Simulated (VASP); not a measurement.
Set up this calculation in VASP 6.6.1, as the native input.

```
Task                   : single point
Functional             : PBE
Potentials or basis    : VASP PAW PBE potentials, release 64 (Al, Pt)
Cutoff                 : 520 eV
k mesh                 : 11 × 11 × 11
Occupations            : fermi-dirac, width 0.05 eV
Spin                   : collinear spin, zero start
Starting moments       : [0.0, 0.0, 0.0] μB
Dipole correction      : no
Further INCAR settings : ALGO = Normal; EDIFF = 1e-07; NBANDS = 19
```

The structure of Al2Pt lies in POSCAR:

```
Al2Pt
1.0
    0.0000000000      2.9735292329      2.9735292329
    2.9735292329      0.0000000000      2.9735292329
    2.9735292329      2.9735292329      0.0000000000
Al Pt
2 1
Direct
    0.2500000000      0.2500000000      0.2500000000
    0.7500000000      0.7500000000      0.7500000000
    0.0000000000      0.0000000000      0.0000000000
```

One way to write it, as run:

INCAR

```
SYSTEM = Al2Pt
PREC = Accurate
ENCUT = 520
EDIFF = 1E-7
ISMEAR = -1
SIGMA = 0.05
LREAL = .False.
LASPH = .True.
NELM = 150
ALGO = Normal
ISIF = 2
LWAVE = .False.
LCHARG = .True.
ISPIN = 2
MAGMOM = 0 0 0
LORBIT = 11
LMAXMIX = 4
GGA = PE
LELF = .True.
LVHAR = .True.
NBANDS = 19
```

KPOINTS

```
Automatic mesh
0
Gamma
  11 11 11
  0 0 0
```

Potentials or basis: VASP PAW PBE potentials, release 64 (Al, Pt).

Command:

```console
$ cat potpaw_PBE.64/Al/POTCAR potpaw_PBE.64/Pt/POTCAR > POTCAR
$ mpirun -np 1 vasp_std > vasp.out
```

It gave:

* Pressure: -0.2 GPa
* Band gap on the k mesh: zero (filled and empty bands overlap)
* Net moment: 0.00 μB per cell
* Valence electrons inside the program's atomic spheres: Al 0.76; Pt 9.68

Caveat: spin-orbit coupling is left out, which moves the levels of the heavy elements.

Wall time 34 s on 1 thread of Intel(R) Xeon(R) 6975P-C (Granite Rapids), with other jobs on the host, peak memory 0.25 GiB.
